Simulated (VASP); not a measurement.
A run of VASP 6.6.1 is set up as follows.

File INCAR:

```
SYSTEM = ClO
  ALGO = Normal
  EDIFF = 1E-6
  ENCUT = 520
  GGA = PS
  ISIF = 2
  ISMEAR = 1
  LASPH = .True.
  LCHARG = .False.
  LREAL = .False.
  LWAVE = .False.
  NBANDS = 14
  NELM = 60
  PREC = Accurate
  SIGMA = 0.025
```

The input KPOINTS:

```
k-points
0
Gamma
  10 10 10
  0 0 0
```

POSCAR

```
ClO
1.0
    3.1852167900      0.0000000000      0.0000000000
    0.0000000000      3.1852167900      0.0000000000
    0.0000000000      0.0000000000      3.1852167900
Cl O
1 1
Direct
    0.0000000000      0.0000000000      0.0000000000
    0.5000000016      0.5000000016      0.5000000016
```

Potentials or basis: VASP PAW PBE potentials, release 64 (Cl, O).

The run is started by

```sh
$ cat potpaw_PBE.64/Cl/POTCAR potpaw_PBE.64/O/POTCAR > POTCAR
$ mpirun -np 1 vasp_std > vasp.out
```

**Question.** Estimate the pressure.

**Answer.** -13.9 GPa.

**Question.** Estimate the band gap on the k mesh.

**Answer.** Zero (an odd number of electrons rules out a gap without spin polarisation).

Caveat: the cell stands under tension; the PAW data sets were made with another functional, which shifts forces and pressure a little; an odd number of electrons without spin polarisation forces a metal; a magnetic or distorted state may lie lower.
